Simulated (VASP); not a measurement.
Wanted: the native input for a VASP 6.6.1 run.

* Task: single point
* Functional: PBEsol
* Potentials or basis: VASP PAW PBE potentials, release 64 (Ru_pv)
* Cutoff: 520 eV
* k mesh: 21 × 21 × 12
* Occupations: gaussian, width 0.15 eV
* Spin: no spin polarisation
* Dipole correction: no
* Further INCAR settings: ALGO = Fast; EDIFF = 1e-06; NBANDS = 21

The structure of Ru lies in POSCAR:

```
Ru
1.0
    2.8343377136      0.0000000000      0.0000000000
   -1.4171688568      2.4546084629      0.0000000000
    0.0000000000      0.0000000000      4.1358655917
Ru
2
Direct
    0.3333333333      0.6666666667      0.2500000000
    0.6666666667      0.3333333333      0.7500000000
```

This cell differs from its parent crystal: volume 14.387 Å^3 an atom, c/a of the conventional cell 1.4592.

The input as run:

INCAR

```
SYSTEM = Ru
ALGO = Fast
EDIFF = 1E-6
ENCUT = 520
GGA = PS
ISIF = 2
ISMEAR = 0
LASPH = .TRUE.
LCHARG = .TRUE.
LELF = .TRUE.
LREAL = .FALSE.
LVHAR = .TRUE.
LWAVE = .FALSE.
NBANDS = 21
NELM = 60
PREC = Accurate
SIGMA = 0.15
```

KPOINTS

```
k-points
0
G
  21 21 12
  0 0 0
```

Potentials or basis: VASP PAW PBE potentials, release 64 (Ru_pv).

Run with:

```bash
$ cat potpaw_PBE.64/Ru_pv/POTCAR > POTCAR
$ mpirun -np 1 vasp_std > vasp.out
```

It gave:

```yaml
Pressure: -19.5 GPa
Band_gap_on_the_k_mesh: zero (band 14 reaches 12.87 eV, above the bottom of band 15 at 10.10 eV)
```

Caveat: the PAW data sets were made with another functional, which shifts forces and pressure a little.

Run time: 79 s on 1 thread of Intel(R) Xeon(R) Platinum 8559C (Emerald Rapids), with other jobs on the host, peak memory 0.26 GiB.
